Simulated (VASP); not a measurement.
Runs of VASP 6.6.1 on Ag. The structure is that of space group Fm-3m (No. 225), or close to it. The cells are those of the table. 

```csv
task,cell,gap on the mesh (eV),pressure (GPa)
electric field gradients,"a = 2.899 Å, angles 60.0°, 1 atom",none,-8.2
single point,"a = 2.899 Å, angles 60.0°, 1 atom",none,-8.2
single point,"a = 2.918 Å, angles 60.0°, 1 atom",none,-9.8
electric field gradients,"a = 2.875, b = 2.875, c = 2.889 Å, angles 59.8, 59.8, 60.3°, 1 atom",none,-6.3
electric field gradients,"a = 2.919 Å, angles 58.7°, 1 atom",none,-7.1
single point,"a = 2.880 Å, angles 60.0°, 1 atom",none,-6.3
electric field gradients,"a = 2.927 Å, angles 60.0°, 1 atom",none,(b)
electric field gradients,"a = 2.847 Å, angles 62.0°, 1 atom",none,-6.9
single point,"a = 2.860 Å, angles 60.0°, 1 atom",none,(a)
electric field gradients,"a = 2.861, b = 2.861, c = 2.832 Å, angles 60.3, 60.3, 59.3°, 1 atom",none,-2.9
single point,"a = 2.933, b = 2.933, c = 2.889 Å, angles 60.5, 60.5, 59.0°, 1 atom",none,-9.8
```

Alike in all rows: level LDA; potentials or basis VASP PAW LDA potentials, release 64 (Ag); no spin polarisation; k mesh 15 × 15 × 15; cutoff (eV) 520; smearing fermi-dirac 0.05 eV.

**Question.** Estimate the missing entries.

**Answer.** (a) -4.1; (b) -10.6.

A k mesh can miss the band edges, and the runs leave out spin-orbit coupling on Ag.

A gap of «none» marks levels without a gap at the run's occupations.
